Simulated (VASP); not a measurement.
Input of a VASP 6.6.1 run:

INCAR

```
PREC = Accurate
ENCUT = 520
EDIFF = 1E-7
ISMEAR = 0
SIGMA = 0.02
LREAL = F
LASPH = T
NELM = 80
ALGO = Normal
ISIF = 2
LWAVE = F
LCHARG = F
GGA = PS
NBANDS = 20
```

The input KPOINTS:

```
regular mesh
0
Gamma
  12 12 6
```

POSCAR

```
SnS2
1.0
    3.6513143055      0.0000000000      0.0000000000
   -1.8256571527      3.1621309458      0.0000000000
    0.0000000000      0.0000000000      6.0589189126
Sn S
1 2
Direct
    0.0000000000      0.0000000000      0.0000000000
    0.6666666667      0.3333333333      0.2432430385
    0.3333333333      0.6666666667      0.7567569615
```

Potentials or basis: VASP PAW PBE potentials, release 64 (Sn_d, S).

Run with:

```sh
$ cat potpaw_PBE.64/Sn_d/POTCAR potpaw_PBE.64/S/POTCAR > POTCAR
$ mpirun -np 1 vasp_std > vasp.out
```

(1) Estimate the band gap on the k mesh.

(2) What does it give for the pressure?

Results:

(1) 1.44 eV, indirect (least direct gap 1.84 eV).

(2) -0.1 GPa.

Caveat: the PAW data sets were made with another functional, which shifts forces and pressure a little; spin-orbit coupling is left out, which moves the levels of the heavy elements; this functional lacks dispersion, which binds the layers, so the pressure and a relaxed spacing across them are unreliable.
